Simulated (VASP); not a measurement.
# AlNi4 (P6_3/mmc) in VASP: relaxation of cell and atoms with PBE

Aim: the relaxation of cell and atoms of AlNi4 with PBE.

All numbers are computed with VASP 6.6.1; they aren't measurements. Logs are shortened: lines on timing, memory, paths and dates and some standing lists are left out, and cuts for length are marked.

### Step 1. The cell of the first run

Symmetry: P6_3/mmc, No. 194, hexagonal system. Conventional cell: a = 2.540 Å, b = 2.540 Å, c = 19.986 Å, α = 90.00°, β = 90.00°, γ = 120.00°. Within 3.3 Å of Al (site symmetry -6m2) lie 6 Ni at 2.48 Å and 6 Al at 2.54 Å. Within 3.3 Å of Ni (site symmetry 3m) lie 12 Ni at 2.48 to 2.54 Å. Ni (site symmetry 3m) has 9 Ni at 2.48 to 2.54 Å and 3 Al at 2.48 Å within 3.3 Å.

### Step 2. Relaxation of cell and atoms, PBE, collinear spin, ferromagnetic start

The input, INCAR:

```
SYSTEM = AlNi4
PREC = Accurate
ENCUT = 600
EDIFF = 1E-7
ISMEAR = 0
SIGMA = 0.1
LREAL = .False.
LASPH = .True.
NELM = 150
ALGO = Normal
ISIF = 3
LWAVE = .False.
LCHARG = .False.
ISPIN = 2
MAGMOM = 0 0 2 2 2 2 2 2 2 2
LORBIT = 11
LMAXMIX = 4
GGA = PE
IBRION = 2
NSW = 90
EDIFFG = -0.04
```

The input, KPOINTS:

```
Automatic mesh
0
Gamma
  6 6 1
  0 0 0
```

The input, POSCAR:

```
AlNi4
1.0
    2.5395241200      0.0000000000      0.0000000000
   -1.2697620600      2.1992924000      0.0000000000
    0.0000000000      0.0000000000     19.9858462000
Al Ni
2 8
Direct
    0.3333333300      0.6666666700      0.7500000000
    0.6666666700      0.3333333300      0.2500000000
    0.3333333300      0.6666666700      0.9500000000
    0.3333333300      0.6666666700      0.1500000000
    0.3333333300      0.6666666700      0.3500000000
    0.3333333300      0.6666666700      0.5500000000
    0.6666666700      0.3333333300      0.0500000000
    0.6666666700      0.3333333300      0.4500000000
    0.6666666700      0.3333333300      0.6500000000
    0.6666666700      0.3333333300      0.8500000000
```

Potentials or basis: VASP PAW PBE potentials, release 64 (Al, Ni).

Command:

```console
> cat potpaw_PBE.64/Al/POTCAR potpaw_PBE.64/Ni/POTCAR > POTCAR
> mpirun -np 1 vasp_std > vasp.out
```

OUTCAR:

```text
SYSTEM = AlNi4
   PREC = Accurate
   ENCUT = 600
   EDIFF = 1E-7
   ISMEAR = 0
   LREAL = .False.
   LASPH = .True.
   NELM = 150
   ISIF = 3
   ISPIN = 2
   LORBIT = 11
   GGA = PE
   IBRION = 2
   NSW = 90
   EDIFFG = -0.04

 ion  position               nearest neighbor table
   1  0.333  0.667  0.750-   9 2.48  10 2.48   9 2.48  10 2.48   9 2.48  10 2.48
   2  0.667  0.333  0.250-   4 2.48   5 2.48   4 2.48   5 2.48   4 2.48   5 2.48
   3  0.333  0.667  0.950-   7 2.48  10 2.48   7 2.48  10 2.48   7 2.48  10 2.48
   4  0.333  0.667  0.150-   2 2.48   7 2.48   2 2.48   7 2.48   2 2.48   7 2.48
   5  0.333  0.667  0.350-   2 2.48   8 2.48   2 2.48   8 2.48   2 2.48   8 2.48
   6  0.333  0.667  0.550-   8 2.48   9 2.48   8 2.48   9 2.48   8 2.48   9 2.48
   7  0.667  0.333  0.050-   3 2.48   4 2.48   3 2.48   4 2.48   3 2.48   4 2.48
   8  0.667  0.333  0.450-   6 2.48   5 2.48   6 2.48   5 2.48   6 2.48   5 2.48
   9  0.667  0.333  0.650-   1 2.48   6 2.48   1 2.48   6 2.48   1 2.48   6 2.48
  10  0.667  0.333  0.850-   1 2.48   3 2.48   1 2.48   3 2.48   1 2.48   3 2.48

  LATTYP: Found a hexagonal cell.
 ALAT       =     2.5395241200
 C/A-ratio  =     7.8699178490

  Lattice vectors:

 A1 = (   2.5395241200,   0.0000000000,   0.0000000000)
 A2 = (  -1.2697620600,   2.1992924000,   0.0000000000)
 A3 = (   0.0000000000,   0.0000000000,  19.9858462000)

Analysis of symmetry for initial positions (statically):
=====================================================================
 Subroutine PRICEL returns:
 Original cell was already a primitive cell.

 Routine SETGRP: Setting up the symmetry group for a
 hexagonal supercell.

 Subroutine GETGRP returns: Found 24 space group operations
 (whereof 12 operations were pure point group operations)
 out of a pool of 24 trial point group operations.

The static configuration has the point symmetry D_3d.
 The point group associated with its full space group is D_6h.

Analysis of symmetry for dynamics (positions and initial velocities):
=====================================================================
 Subroutine PRICEL returns:
 Original cell was already a primitive cell.

 Routine SETGRP: Setting up the symmetry group for a
 hexagonal supercell.

 Subroutine GETGRP returns: Found 24 space group operations
 (whereof 12 operations were pure point group operations)
 out of a pool of 24 trial point group operations.

The dynamic configuration has the point symmetry D_3d.
 The point group associated with its full space group is D_6h.

Analysis of structural, dynamic, and magnetic symmetry:
=====================================================================
 Subroutine PRICEL returns:
 Original cell was already a primitive cell.
[... 159 lines left out ...]

------------------------ aborting loop because EDIFF is reached ----------------------------------------

  FORCE on cell =-STRESS in cart. coord.  units (eV):
  Direction    XX          YY          ZZ          XY          YZ          ZX
  --------------------------------------------------------------------------------------
  -------------------------------------------------------------------------------------
  Total        5.3478344      5.3478344      1.2068362      0.0000000      0.0000000     -0.0000000
  in kB       76.7592419     76.7592418     17.3221209      0.0000000      0.0000000     -0.0000000
  external PRESSURE =      56.9468682 kB  Pullay stress =       0.0000000 kB
[... 207 lines left out ...]
--------------------------------------- Ionic step        6  -------------------------------------------

 number of electron      85.9999994 magnetization       3.0147848

 Free energy of the ion-electron system (eV)
  ---------------------------------------------------
  ext. energy  EPLUGINS =         0.00000000
  ---------------------------------------------------
  free energy    TOTEN  =       -52.43755520 eV

  energy without entropy =      -52.35557148  energy(sigma->0) =      -52.39656334

 E-fermi :   9.2585     XC(G=0): -12.6351

 val. band max:        9.2438453782   @ k =   0.1667   0.1667   0.0000
 cond. band min:       9.2603020148   @ k =   0.5000   0.0000   0.0000
 fundamental gap:      0.0164566366
 Fermi energy:         9.2585098667

 spin component 1

 k-point     1 :       0.0000    0.0000    0.0000
  band No.  band energies     occupation
      1      -1.7345      1.00000
      2      -1.7189      1.00000
      3       0.9104      1.00000
      4       1.4882      1.00000
      5       1.6435      1.00000
      6       3.0213      1.00000
[... 395 lines left out ...]
     54      13.8269      0.00000
     55      13.9013      0.00000
 Fermi energy:         9.2585098667

 spin component 2

 k-point     1 :       0.0000    0.0000    0.0000
  band No.  band energies     occupation
      1      -1.7345      1.00000
      2      -1.7186      1.00000
      3       0.8913      1.00000
      4       1.4670      1.00000
      5       1.6319      1.00000
      6       3.0220      1.00000
[... 395 lines left out ...]
     54      14.0059      0.00000
     55      14.0565      0.00000
 [bands above 55 left out]

------------------------ aborting loop because EDIFF is reached ----------------------------------------

  FORCE on cell =-STRESS in cart. coord.  units (eV):
  Direction    XX          YY          ZZ          XY          YZ          ZX
  --------------------------------------------------------------------------------------
  -------------------------------------------------------------------------------------
  Total       -0.0877910     -0.0877910      0.0526234      0.0000000      0.0000000      0.0000000
  in kB       -1.2200036     -1.2200035      0.7312915      0.0000000      0.0000000      0.0000000
  external PRESSURE =      -0.5695719 kB  Pullay stress =       0.0000000 kB
[... 25 lines left out ...]
  FREE ENERGIE OF THE ION-ELECTRON SYSTEM (eV)
  ---------------------------------------------------
  free  energy   TOTEN  =       -52.4375552028 eV

  energy  without entropy=      -52.3555714796  energy(sigma->0) =      -52.39656334

 reached required accuracy - stopping structural energy minimisation

 total charge

# of ion       s       p       d       tot
------------------------------------------
    1        0.420   0.449   0.000   0.870
    2        0.420   0.449   0.000   0.870
    3        0.471   0.443   8.299   9.212
    4        0.473   0.489   8.381   9.343
    5        0.473   0.489   8.381   9.343
    6        0.471   0.443   8.299   9.212
    7        0.471   0.443   8.299   9.212
    8        0.471   0.443   8.299   9.212
    9        0.473   0.489   8.381   9.343
   10        0.473   0.489   8.381   9.343
--------------------------------------------------
tot          4.616   4.627  66.718  75.961

 magnetization (x)

# of ion       s       p       d       tot
------------------------------------------
    1        0.002  -0.000   0.000   0.002
    2        0.002  -0.000   0.000   0.002
    3       -0.004  -0.017   0.581   0.560
    4       -0.001  -0.008   0.222   0.213
    5       -0.001  -0.008   0.222   0.213
    6       -0.004  -0.017   0.581   0.560
    7       -0.004  -0.017   0.581   0.560
    8       -0.004  -0.017   0.581   0.560
    9       -0.001  -0.008   0.222   0.213
   10       -0.001  -0.008   0.222   0.213
--------------------------------------------------
tot         -0.016  -0.100   3.210   3.094
```

OSZICAR:

```text
N       E                     dE             d eps       ncg     rms          rms(c)
DAV:   1     0.689497564736E+03    0.68950E+03   -0.40257E+04  1652   0.219E+03
[... 113 lines left out ...]
DAV:   6    -0.524375510248E+02    0.21476E-04   -0.64720E-05  2465   0.786E-02    0.333E-02
DAV:   7    -0.524375508034E+02    0.22140E-06   -0.17837E-05  2031   0.761E-02    0.149E-02
DAV:   8    -0.524375533414E+02   -0.25380E-05   -0.31639E-06  1750   0.126E-02    0.126E-02
DAV:   9    -0.524375543301E+02   -0.98864E-06   -0.70051E-07  1532   0.154E-02    0.392E-03
DAV:  10    -0.524375550187E+02   -0.68869E-06   -0.28646E-07  1137   0.346E-03    0.324E-03
DAV:  11    -0.524375551503E+02   -0.13153E-06   -0.14457E-07   844   0.696E-03    0.370E-03
DAV:  12    -0.524375552028E+02   -0.52551E-07   -0.13568E-07   869   0.636E-03
   6 F= -.52437555E+02 E0= -.52396563E+02  d E =-.109752E-02  mag=     3.0135
```

CONTCAR:

```text
AlNi4
   1.00000000000000
     2.5935617619619529   -0.0000000000000000    0.0000000000000000
    -1.2967808809809764    2.2460903706073259   -0.0000000000000000
    -0.0000000000000000    0.0000000000000000   19.7913533324455813
  Al              Ni
     2     8
Direct
     0.3333333300000021    0.6666666699999979    0.7500000000000000
     0.6666666699999979    0.3333333300000021    0.2500000000000000
     0.3333333300000021    0.6666666699999979    0.9504010254688510
     0.3333333300000021    0.6666666699999979    0.1515494570102725
     0.3333333300000021    0.6666666699999979    0.3484505429897274
     0.3333333300000021    0.6666666699999979    0.5495989745311490
     0.6666666699999979    0.3333333300000021    0.0495989745311489
     0.6666666699999979    0.3333333300000021    0.4504010254688511
     0.6666666699999979    0.3333333300000021    0.6515494570102726
     0.6666666699999979    0.3333333300000021    0.8484505429897274

  0.00000000E+00  0.00000000E+00  0.00000000E+00
  0.00000000E+00  0.00000000E+00  0.00000000E+00
  0.00000000E+00  0.00000000E+00  0.00000000E+00
  0.00000000E+00  0.00000000E+00  0.00000000E+00
  0.00000000E+00  0.00000000E+00  0.00000000E+00
  0.00000000E+00  0.00000000E+00  0.00000000E+00
  0.00000000E+00  0.00000000E+00  0.00000000E+00
  0.00000000E+00  0.00000000E+00  0.00000000E+00
  0.00000000E+00  0.00000000E+00  0.00000000E+00
  0.00000000E+00  0.00000000E+00  0.00000000E+00
```

Run time: 15 min. Hardware: 1 thread of Intel Xeon 6975P-C (Granite Rapids), shared host; peak memory 0.34 GiB.

Results:

| Quantity | Value |
| --- | --- |
| Free energy | -52.4376 eV |
| Relaxed volume | 11.53 Å³/atom |
| Relaxed cell | a = 2.594 Å, b = 2.594 Å, c = 19.791 Å, α = 90.00°, β = 90.00°, γ = 120.00° |
| Space group after relaxing (to 0.05 Å) | P6_3/mmc (No. 194) |
| Energy gained by relaxing | 12.7 meV/atom |
| Ionic steps | 6 |
| Pressure after relaxing | -0.1 GPa |
| Largest force after relaxing | 0.035 eV/Å |
| Net moment | 3.01 μB per cell |
| Site moments | Al +0.00; Ni +0.56, +0.21 μB |
| Valence electrons inside the program's atomic spheres | Al 0.87; Ni 9.21, 9.34 |

Forces in eV/Å, atoms in the order of the input:
```
Al   0.000  0.000  0.000
Al   0.000  0.000  0.000
Ni   0.000  0.000 -0.035
Ni   0.000  0.000  0.026
Ni   0.000  0.000 -0.026
Ni   0.000  0.000  0.035
Ni   0.000  0.000  0.035
Ni   0.000  0.000 -0.035
Ni   0.000  0.000  0.026
Ni   0.000  0.000 -0.026
```

The path:
| step | energy change (eV) | largest force (eV/Å) | pressure (GPa) | volume (Å³) |
| --- | --- | --- | --- | --- |
| 1 | 0.0000 | 0.3645 | 5.69 | 111.62 |
| 2 | -0.0798 | 0.1613 | -4.00 | 118.14 |
| 3 | -0.1025 | 0.2192 | -1.15 | 115.97 |
| 4 | -0.1244 | 0.0955 | -0.23 | 115.38 |
| 5 | -0.1262 | 0.0702 | 0.15 | 115.15 |
| 6 | -0.1273 | 0.0350 | -0.06 | 115.29 |

Final structure:
```cif
data_structure
_symmetry_space_group_name_H-M 'P 1'
_symmetry_Int_Tables_number 1
_cell_length_a 2.5936
_cell_length_b 2.5936
_cell_length_c 19.7914
_cell_angle_alpha 90.000
_cell_angle_beta 90.000
_cell_angle_gamma 120.000
_cell_volume 115.29
loop_
_atom_site_label
_atom_site_type_symbol
_atom_site_fract_x
_atom_site_fract_y
_atom_site_fract_z
_atom_site_occupancy
Al1 Al 0.33333 0.66667 0.75000 1
Al2 Al 0.66667 0.33333 0.25000 1
Ni1 Ni 0.33333 0.66667 0.95040 1
Ni2 Ni 0.33333 0.66667 0.15155 1
Ni3 Ni 0.33333 0.66667 0.34845 1
Ni4 Ni 0.33333 0.66667 0.54960 1
Ni5 Ni 0.66667 0.33333 0.04960 1
Ni6 Ni 0.66667 0.33333 0.45040 1
Ni7 Ni 0.66667 0.33333 0.65155 1
Ni8 Ni 0.66667 0.33333 0.84845 1
```

Caveat: the k points lie up to 0.47 Å⁻¹ apart in the final cell.
